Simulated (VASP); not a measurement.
# CrCoC4N4 (P-43m) in VASP: notebook

CrCoC4N4 is run at these levels: PBE; tasks: single point.

All numbers are computed with VASP 6.6.1; they aren't measurements. Logs are shortened: lines on timing, memory, paths and dates and some standing lists are left out, and cuts for length are marked.

### Step 1. The cell of the first run

It takes space group P-43m (No. 215, cubic). The conventional cell has a = 5.634 Å, b = 5.634 Å, c = 5.634 Å, α = 90.00°, β = 90.00°, γ = 90.00°. Cr (site symmetry -43m) has 4 N at 1.86 Å within 2.5 Å. Within 2.4 Å of Co (site symmetry -43m) lie 4 C at 1.83 Å. C (site symmetry 3m) has 1 N at 1.19 Å within 1.6 Å. Within 1.6 Å of N (site symmetry 3m) lie 1 C at 1.19 Å.

### Step 2. Single point, PBE, collinear spin, ferromagnetic start

Input file INCAR:

```
SYSTEM = CrCoC4N4
  ALGO = Normal
  EDIFF = 1E-6
  ENCUT = 520
  GGA = PE
  ISIF = 2
  ISMEAR = 0
  ISPIN = 2
  LASPH = .TRUE.
  LCHARG = .TRUE.
  LELF = .TRUE.
  LMAXMIX = 4
  LORBIT = 11
  LREAL = .FALSE.
  LVHAR = .TRUE.
  LWAVE = .FALSE.
  MAGMOM = -3 -3 0 0 0 0 0 0 0 0
  NBANDS = 44
  NELM = 150
  PREC = Accurate
  SIGMA = 0.1
```

Input file KPOINTS:

```
k-points
0
G
  4 4 4
  0 0 0
```

Input file POSCAR:

```
CrCoC4N4
1.0
    5.6339442324      0.0000000000      0.0000000000
    0.0000000000      5.6339442324      0.0000000000
    0.0000000000      0.0000000000      5.6339442324
Cr Co C N
1 1 4 4
Direct
    0.5000000000      0.5000000000      0.5000000000
    0.0000000000      0.0000000000      0.0000000000
    0.1870556006      0.1870556006      0.1870556006
    0.1870556006      0.8129443994      0.8129443994
    0.8129443994      0.1870556006      0.8129443994
    0.8129443994      0.8129443994      0.1870556006
    0.3094362198      0.3094362198      0.3094362198
    0.3094362198      0.6905637802      0.6905637802
    0.6905637802      0.3094362198      0.6905637802
    0.6905637802      0.6905637802      0.3094362198
```

Potentials or basis: VASP PAW PBE potentials, release 64 (Cr_pv, Co, C, N).

On the command line:

```sh
cat potpaw_PBE.64/Cr_pv/POTCAR potpaw_PBE.64/Co/POTCAR potpaw_PBE.64/C/POTCAR potpaw_PBE.64/N/POTCAR > POTCAR
mpirun -np 1 vasp_std > vasp.out
```

OUTCAR:

```text
SYSTEM = CrCoC4N4
   EDIFF = 1E-6
   ENCUT = 520
   GGA = PE
   ISIF = 2
   ISMEAR = 0
   ISPIN = 2
   LASPH = .TRUE.
   LORBIT = 11
   LREAL = .FALSE.
   NELM = 150
   PREC = Accurate

 ion  position               nearest neighbor table
   1  0.500  0.500  0.500-   7 1.86   8 1.86   9 1.86  10 1.86
   2  0.000  0.000  0.000-   3 1.83   4 1.83   5 1.83   6 1.83
   3  0.187  0.187  0.187-   7 1.19   2 1.83
   4  0.187  0.813  0.813-   8 1.19   2 1.83
   5  0.813  0.187  0.813-   9 1.19   2 1.83
   6  0.813  0.813  0.187-  10 1.19   2 1.83
   7  0.309  0.309  0.309-   3 1.19   1 1.86
   8  0.309  0.691  0.691-   4 1.19   1 1.86
   9  0.691  0.309  0.691-   5 1.19   1 1.86
  10  0.691  0.691  0.309-   6 1.19   1 1.86

  LATTYP: Found a simple cubic cell.
 ALAT       =     5.6339442324

  Lattice vectors:

 A1 = (   5.6339442324,   0.0000000000,   0.0000000000)
 A2 = (   0.0000000000,   5.6339442324,   0.0000000000)
 A3 = (   0.0000000000,   0.0000000000,   5.6339442324)

Analysis of symmetry for initial positions (statically):
=====================================================================
 Subroutine PRICEL returns:
 Original cell was already a primitive cell.

 Routine SETGRP: Setting up the symmetry group for a
 simple cubic supercell.

 Subroutine GETGRP returns: Found 24 space group operations
 (whereof 24 operations were pure point group operations)
 out of a pool of 48 trial point group operations.

The static configuration has the point symmetry T_d .

Analysis of symmetry for dynamics (positions and initial velocities):
=====================================================================
 Subroutine PRICEL returns:
 Original cell was already a primitive cell.

 Routine SETGRP: Setting up the symmetry group for a
 simple cubic supercell.

 Subroutine GETGRP returns: Found 24 space group operations
 (whereof 24 operations were pure point group operations)
 out of a pool of 48 trial point group operations.

The dynamic configuration has the point symmetry T_d .

Analysis of structural, dynamic, and magnetic symmetry:
=====================================================================
 Subroutine PRICEL returns:
 Original cell was already a primitive cell.

 Routine SETGRP: Setting up the symmetry group for a
 simple cubic supercell.

 Subroutine GETGRP returns: Found 24 space group operations
 (whereof 24 operations were pure point group operations)
 out of a pool of 48 trial point group operations.

The overall configuration has the point symmetry T_d .

 Subroutine INISYM returns: Found 24 space group operations
 (whereof 24 operations are pure point group operations),
 and found     1 'primitive' translations

----------------------------------------------------------------------------------------

                                     Primitive cell

  volume of cell :     178.8289

  direct lattice vectors                    reciprocal lattice vectors
     5.633944232  0.000000000  0.000000000     0.177495545  0.000000000  0.000000000
     0.000000000  5.633944232  0.000000000     0.000000000  0.177495545  0.000000000
     0.000000000  0.000000000  5.633944232     0.000000000  0.000000000  0.177495545

  length of vectors
     5.633944232  5.633944232  5.633944232     0.177495545  0.177495545  0.177495545

  position of ions in fractional coordinates (direct lattice)
     0.500000000  0.500000000  0.500000000
     0.000000000  0.000000000  0.000000000
     0.187055601  0.187055601  0.187055601
     0.187055601  0.812944399  0.812944399
     0.812944399  0.187055601  0.812944399
     0.812944399  0.812944399  0.187055601
     0.309436220  0.309436220  0.309436220
     0.309436220  0.690563780  0.690563780
     0.690563780  0.309436220  0.690563780
     0.690563780  0.690563780  0.309436220

  ion indices of the primitive-cell ions
   primitive index   ion index
                 1           1
                 2           2
                 3           3
[... 45 lines left out ...]
  0.500000  0.500000  0.500000      1.000000
   k-points           NKPTS =     10   k-points in BZ     NKDIM =     10   number of bands    NBANDS=     44
   number of dos      NEDOS =    301   number of ions     NIONS =     10
   total plane-waves  NPLWV =  74088
   dimension x,y,z NGX =    42 NGY =   42 NGZ =   42
   dimension x,y,z NGXF=    84 NGYF=   84 NGZF=   84
   ions per type =               1   1   4   4
   NGX,Y,Z   is equivalent  to a cutoff of  12.39, 12.39, 12.39 a.u.
   NGXF,Y,Z  is equivalent  to a cutoff of  24.79, 24.79, 24.79 a.u.
 SYSTEM =  CrCoC4N4
   PREC   = accura    normal or accurate (medium, high low for compatibility)
   ISTART =      0    job   : 0-new  1-cont  2-samecut
   ICHARG =      2    charge: 1-file 2-atom 10-const
   ISPIN  =      2    spin polarized calculation?
   LNONCOLLINEAR =      F non collinear calculations
   LSORBIT =      F    spin-orbit coupling
   LASPH  =      T    aspherical Exc in radial PAW
   ENCUT  =  520.0 eV  38.22 Ry    6.18 a.u.  10.48 10.48 10.48*2*pi/ulx,y,z
   NELM   =    150;   NELMIN=  2; NELMDL= -5     # of ELM steps
   EDIFF  = 0.1E-05   stopping-criterion for ELM
   LREAL  =      F    real-space projection
[... 7 lines left out ...]
   TEBEG  =    0.0;   TEEND  =   0.0 temperature during run
   PSTRESS=    0.0 pullay stress
   NELECT =      57.0000    total number of electrons
   NUPDOWN=      -1.0000    fix difference up-down
   EMIN   =  10.00;   EMAX   =-10.00  energy-range for DOS
   EFERMI =   0.00;   METHOD = LEGACY
   ISMEAR =     0;   SIGMA  =   0.10  broadening in eV -4-tet -1-fermi 0-gaus
   EFERMI_NEDOS =   21; number of points for ismear=-14 and -15
   IALGO  =     38    algorithm
   IMIX   =      4    mixing-type and parameters
     AMIX     =   0.40;   BMIX     =  1.00
     AMIX_MAG =   1.60;   BMIX_MAG =  1.00
  volume/ion in A,a.u.               =      17.88       120.68
  Fermi-wavevector in a.u.,A,eV,Ry     =   1.118289  2.113259 17.015030  1.250569
  Thomas-Fermi vector in A             =   2.254918
   LORBIT       =     11    0 simple, 1 ext, 2 COOP (PROOUT), +10 PAW based schemes
   GGA     = PE    functional components
   LHFCALC =     F    Hartree Fock is set to
   AEXX    =    0.0000 exact exchange contribution
   IVDW    =     0    specifies the selected vdW correction
   LEPSILON=     F    determine dielectric tensor
   LRPA    =     F    only Hartree local field effects (RPA)
 spin polarized calculation
 Gauss-broadening in eV      SIGMA  =   0.10
  energy-cutoff  :      520.00
  volume of cell :      178.83
 maximum number of plane-waves:      4842
 NGX is ok and might be reduce to    42
   NGX = 21   NGY = 21   NGZ = 21

 number of electron      56.9999982 magnetization      -1.0000403

 Free energy of the ion-electron system (eV)
  ---------------------------------------------------
  ext. energy  EPLUGINS =         0.00000000
  ---------------------------------------------------
  free energy    TOTEN  =       -83.15614499 eV

  energy without entropy =      -83.14722387  energy(sigma->0) =      -83.15168443

 E-fermi :   0.1448     XC(G=0):  -7.7472

 val. band max:       -0.0526770890   @ k =   0.5000   0.2500   0.2500
 cond. band min:       0.1503090530   @ k =   0.2500   0.0000   0.0000
 fundamental gap:      0.2029861419
 Fermi energy:         0.1447865235

 spin component 1

 k-point     1 :       0.0000    0.0000    0.0000
  band No.  band energies     occupation
      1     -42.6182      1.00000
      2     -42.6182      1.00000
      3     -42.6182      1.00000
      4     -18.0339      1.00000
      5     -17.8428      1.00000
      6     -17.8428      1.00000
[... 419 lines left out ...]
     39       5.0463      0.00000
     40       5.1777      0.00000
 Fermi energy:         0.1447865235

 spin component 2

 k-point     1 :       0.0000    0.0000    0.0000
  band No.  band energies     occupation
      1     -44.9548      1.00000
      2     -44.9548      1.00000
      3     -44.9548      1.00000
      4     -17.9912      1.00000
      5     -17.7976      1.00000
      6     -17.7976      1.00000
[... 419 lines left out ...]
     39       4.8788      0.00000
     40       4.9941      0.00000
 [bands above 40 left out]

------------------------ aborting loop because EDIFF is reached ----------------------------------------

  FORCE on cell =-STRESS in cart. coord.  units (eV):
  Direction    XX          YY          ZZ          XY          YZ          ZX
  --------------------------------------------------------------------------------------
  -------------------------------------------------------------------------------------
  Total        0.1477582      0.1477582      0.1477582      0.0000000      0.0000000      0.0000000
  in kB        1.3238067      1.3238067      1.3238067      0.0000000      0.0000000      0.0000000
  external PRESSURE =       1.3238067 kB  Pullay stress =       0.0000000 kB

 VOLUME and BASIS-vectors are now :
 -----------------------------------------------------------------------------
  energy-cutoff  :      520.00
  volume of cell :      178.83
      direct lattice vectors                 reciprocal lattice vectors
     5.633944232  0.000000000  0.000000000     0.177495545  0.000000000  0.000000000
     0.000000000  5.633944232  0.000000000     0.000000000  0.177495545  0.000000000
     0.000000000  0.000000000  5.633944232     0.000000000  0.000000000  0.177495545

 POSITION                                       TOTAL-FORCE (eV/Angst)
 -----------------------------------------------------------------------------------
      2.81697      2.81697      2.81697         0.000000     -0.000000      0.000000
      0.00000      0.00000      0.00000         0.000000     -0.000000      0.000000
      1.05386      1.05386      1.05386        -0.095723     -0.095723     -0.095723
      1.05386      4.58008      4.58008        -0.095723      0.095723      0.095723
      4.58008      1.05386      4.58008         0.095723     -0.095723      0.095723
      4.58008      4.58008      1.05386         0.095723      0.095723     -0.095723
      1.74335      1.74335      1.74335         0.087838      0.087838      0.087838
      1.74335      3.89060      3.89060         0.087838     -0.087838     -0.087838
      3.89060      1.74335      3.89060        -0.087838      0.087838     -0.087838
      3.89060      3.89060      1.74335        -0.087838     -0.087838      0.087838
 -----------------------------------------------------------------------------------
    total drift:                                0.000000      0.000000     -0.000000

  FREE ENERGIE OF THE ION-ELECTRON SYSTEM (eV)
  ---------------------------------------------------
  free  energy   TOTEN  =       -83.1561449931 eV

  energy  without entropy=      -83.1472238729  energy(sigma->0) =      -83.15168443

 total charge

# of ion       s       p       d       tot
------------------------------------------
    1        0.374   6.431   4.114  10.918
    2        0.551   0.877   7.303   8.731
    3        0.960   1.572   0.000   2.531
    4        0.960   1.572   0.000   2.531
    5        0.960   1.572   0.000   2.531
    6        0.960   1.572   0.000   2.531
    7        1.294   2.615   0.000   3.908
    8        1.294   2.615   0.000   3.908
    9        1.294   2.615   0.000   3.908
   10        1.294   2.615   0.000   3.908
--------------------------------------------------
tot          9.937  24.053  11.416  45.407

 magnetization (x)

# of ion       s       p       d       tot
------------------------------------------
    1       -0.015  -0.054  -2.175  -2.244
    2        0.009   0.119   1.085   1.213
    3        0.002  -0.062   0.000  -0.060
    4        0.002  -0.062   0.000  -0.060
    5        0.002  -0.062   0.000  -0.060
    6        0.002  -0.062   0.000  -0.060
    7        0.006   0.088   0.000   0.095
    8        0.006   0.088   0.000   0.095
    9        0.006   0.088   0.000   0.095
   10        0.006   0.088   0.000   0.095
--------------------------------------------------
tot          0.030   0.169  -1.090  -0.891
```

Run time: 4.3 min. Hardware: 1 thread of Intel Xeon Platinum 8488C (Sapphire Rapids), shared host; peak memory 0.38 GiB.

What came out:

```
Free energy                                           : -83.1561 eV
Pressure                                              : 0.1 GPa
Largest force                                         : 0.166 eV/Å
Band gap on the k mesh                                : zero (filled and empty bands overlap)
Net moment                                            : -1.00 μB per cell
Site moments                                          : Cr -2.24; Co +1.21; C -0.06; N +0.10 μB
Valence electrons inside the program's atomic spheres : Cr 10.92; Co 8.73; C 2.53; N 3.91
```

Forces in eV/Å, atoms in the order of the input:
```
Cr   0.000  0.000  0.000
Co   0.000  0.000  0.000
C   -0.096 -0.096 -0.096
C   -0.096  0.096  0.096
C    0.096 -0.096  0.096
C    0.096  0.096 -0.096
N    0.088  0.088  0.088
N    0.088 -0.088 -0.088
N   -0.088  0.088 -0.088
N   -0.088 -0.088  0.088
```

With open d or f shells a metallic result of PBE can be an artefact of self-interaction; +U or a hybrid may open a gap.

(Part 1 of 2 ends here.)

The gap in the log of VASP goes by the Fermi energy; the results here count the filled bands.